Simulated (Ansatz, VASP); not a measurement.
# Two plane-wave programs on Re2W

Contents of INCAR:

```
PREC = Accurate ; ENCUT = 500
EDIFF = 1E-6 ; ISMEAR = 0
SIGMA = 0.1 ; LREAL = False
LASPH = True ; NELM = 200
ALGO = Normal ; ISIF = 2
LWAVE = False ; LCHARG = False
ISPIN = 2 ; MAGMOM = 1 1 1 1 0 0
LORBIT = 11 ; LMAXMIX = 4
GGA = PE ; NBANDS = 57
GGA_COMPAT = False
```

KPOINTS

```
Automatic mesh
0
Gamma
  4 4 4
```

Contents of POSCAR:

```
Re2W
1.0
    5.3236559972      0.0000000000      0.0000000000
    0.0000000000      5.3236559972      0.0000000000
    0.0000000000      0.0000000000      5.3236559972
Re W
4 2
Direct
    0.2500000000      0.7500000000      0.2500000000
    0.7500000000      0.2500000000      0.2500000000
    0.2500000000      0.2500000000      0.7500000000
    0.7500000000      0.7500000000      0.7500000000
    0.0000000000      0.0000000000      0.0000000000
    0.5000000000      0.5000000000      0.5000000000
```

Input for Ansatz:

```yaml
crystal:
  lattice:
    - [5.3236559972, 0.0, 0.0]
    - [0.0, 5.3236559972, 0.0]
    - [0.0, 0.0, 5.3236559972]
  atoms:
    - { symbol: Re, position: [0.25, 0.75, 0.25], spin: 1.0 }
    - { symbol: Re, position: [0.75, 0.25, 0.25], spin: 1.0 }
    - { symbol: Re, position: [0.25, 0.25, 0.75], spin: 1.0 }
    - { symbol: Re, position: [0.75, 0.75, 0.75], spin: 1.0 }
    - { symbol: W, position: [0.0, 0.0, 0.0] }
    - { symbol: W, position: [0.5, 0.5, 0.5] }
basis:
  ecutwfc: 420
kpoints:
  mp_grid: { grid: [4, 4, 4] }
hamiltonian:
  xc: pbe
scf:
  occupations: { method: gaussian, width: 0.1 }
  lower_state_search: "off"
output:
  forces: true
  stress: true
  eigenvalues: true
  populations: true
magnetization:
  spin_polarized: true
```

Change from the starting cell: species swapped into the Ti2H type (Pn-3m, No. 224).

Alike in both runs: task single point; functional PBE; k mesh 4 × 4 × 4; occupations gaussian, width 0.1 eV; collinear spin.

|  | VASP | Ansatz |
| --- | --- | --- |
| version | VASP 6.6.1 | Ansatz 0.2.0 |
| potentials or method | VASP PAW PBE potentials, release 64 (Re_sv_GW, W_sv), cutoff 500 eV | scalar-relativistic, plane waves, PAW |
| valence electrons in the cell | 88 | 88 |

|  | VASP | Ansatz | Ansatz less VASP |
| --- | --- | --- | --- |
| gap on the k mesh at the Fermi level (eV) | none | none | - |
| pressure (GPa) | 0.0 | 0.1 | +0.11 |
| net moment per atom (μB) | 0.00 | 0.00 | -0.001 |

A gap of «none» marks a metal or a gap that the smearing closes. With one functional, cell and mesh, what is left measures potentials, basis and numerics. Ansatz's warnings: seeded moment not kept.

Neither program's run includes spin-orbit coupling.
